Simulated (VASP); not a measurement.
Here is a VASP 6.6.1 calculation.

Contents of INCAR:

```
  PREC = Accurate
  ENCUT = 520
  EDIFF = 1E-6
  ISMEAR = 0
  SIGMA = 0.01
  LREAL = Auto
  LASPH = True
  NELM = 60
  ALGO = Normal
  ISIF = 2
  LWAVE = False
  LCHARG = True
  GGA = PE
  LELF = True
  LVHAR = True
  NELECT = 198.0
  NBANDS = 128
```

Contents of KPOINTS:

```
Automatic mesh
0
Gamma
  3 3 3
```

Contents of POSCAR:

```
Al24N25
1.0
    6.2604168406      0.0000000000     -5.0180433216
   -3.1302084203     -5.4216800222     -5.0180433216
   -3.1302084203      5.4216800222     -5.0180433216
Al N
24 25
Direct
    0.1685189888      0.3400512246      0.0030586073
    0.3325058293      0.5039247986      0.6668230137
    0.0030586073      0.1685189888      0.3400512246
    0.8321673091      0.4874058544      0.1687879089
    0.4874058544      0.1687879089      0.8321673091
    0.6668230137      0.3325058293      0.5039247986
    0.3400512246      0.0030586073      0.1685189888
   -0.0024011182      0.6663171586      0.8306428106
    0.1687879089      0.8321673091      0.4874058544
    0.6663171586      0.8306428106     -0.0024011182
    0.8306428106     -0.0024011182      0.6663171586
    0.5039247986      0.6668230137      0.3325058293
    0.8345398565      0.1555711348     -0.0034215181
    0.0010268738      0.3377413198      0.6668165059
    0.6668165059      0.0010268738      0.3377413198
    0.5022390525      0.3314624749      0.1684876521
    0.1555711348     -0.0034215181      0.8345398565
    0.3314624749      0.1684876521      0.5022390525
   -0.0034215181      0.8345398565      0.1555711348
    0.6685035311      0.4971181887      0.8348885655
    0.8348885655      0.6685035311      0.4971181887
    0.3377413198      0.6668165059      0.0010268738
    0.4971181887      0.8348885655      0.6685035311
    0.1684876521      0.5022390525      0.3314624749
    0.0470867532      0.2263236253      0.8710298814
    0.2065587424      0.3769127418      0.5382071479
    0.8710298814      0.0470867532      0.2263236253
    0.7061025212      0.3636322040      0.0388583678
    0.3636322040      0.0388583678      0.7061025212
    0.5382071479      0.2065587424      0.3769127418
    0.2263236253      0.8710298814      0.0470867532
    0.8705832808      0.5400806180      0.7021939456
    0.0388583678      0.7061025212      0.3636322040
    0.5400806180      0.7021939456      0.8705832808
    0.7021939456      0.8705832808      0.5400806180
    0.3769127418      0.5382071479      0.2065587424
    0.0422733983      0.3725119639      0.2102230660
    0.2071817874      0.5461657797      0.8735152225
    0.8735152225      0.2071817874      0.5461657797
    0.7070605662      0.5361181160      0.3736385439
    0.3725119639      0.2102230660      0.0422733983
    0.5361181160      0.3736385439      0.7070605662
    0.2102230660      0.0422733983      0.3725119639
    0.8630002257      0.6857109509      0.0371582851
    0.0371582851      0.8630002257      0.6857109509
    0.5461657797      0.8735152225      0.2071817874
    0.6857109509      0.0371582851      0.8630002257
    0.3736385439      0.7070605662      0.5361181160
    0.9556517972      0.9556517972      0.9556517972
```

Potentials or basis: VASP PAW PBE potentials, release 64 (Al, N).

Command:

```bash
$ cat potpaw_PBE.64/Al/POTCAR potpaw_PBE.64/N/POTCAR > POTCAR
$ mpirun -np 1 vasp_std > vasp.out
```

Question: Estimate the largest force.

Answer: 0.013 eV/Å.

Forces on the atoms (eV/Å):
```
Al   0.001 -0.004 -0.001
Al   0.003  0.005  0.001
Al  -0.004  0.001 -0.001
Al  -0.002  0.003  0.003
Al  -0.002 -0.004  0.003
Al   0.003 -0.005  0.001
Al   0.003  0.002 -0.001
Al   0.001  0.001 -0.006
Al   0.004  0.000  0.003
Al  -0.002  0.000 -0.006
Al   0.000 -0.001 -0.006
Al  -0.006  0.000  0.001
Al  -0.005  0.002  0.001
Al   0.001  0.000  0.003
Al   0.000 -0.001  0.003
Al  -0.002 -0.002 -0.002
Al   0.001 -0.006  0.001
Al   0.002 -0.001 -0.002
Al   0.004  0.004  0.001
Al  -0.001 -0.006  0.002
Al  -0.004  0.004  0.002
Al  -0.001  0.001  0.003
Al   0.006  0.002  0.002
Al   0.000  0.002 -0.002
N    0.000 -0.006 -0.001
N    0.000  0.000  0.003
N   -0.005  0.003 -0.001
N    0.000 -0.002 -0.001
N    0.001  0.001 -0.001
N    0.000  0.000  0.003
N    0.005  0.003 -0.001
N    0.001  0.001  0.000
N   -0.002  0.001 -0.001
N   -0.001  0.000  0.000
N    0.000 -0.001  0.000
N    0.000  0.000  0.003
N    0.000 -0.001 -0.002
N    0.001  0.004 -0.001
N    0.003 -0.003 -0.001
N    0.004 -0.002  0.000
N    0.000  0.001 -0.002
N   -0.001  0.004  0.000
N   -0.001  0.000 -0.002
N    0.000  0.000 -0.002
N    0.000  0.000 -0.002
N   -0.004 -0.001 -0.001
N    0.000  0.000 -0.002
N   -0.004 -0.003  0.000
N    0.000  0.000  0.013
```

Caveat: the cell carries a net charge on a neutralising background, which shifts energy and pressure; the cell differs from its parent crystal (with an interstitial atom, then relaxed in part).
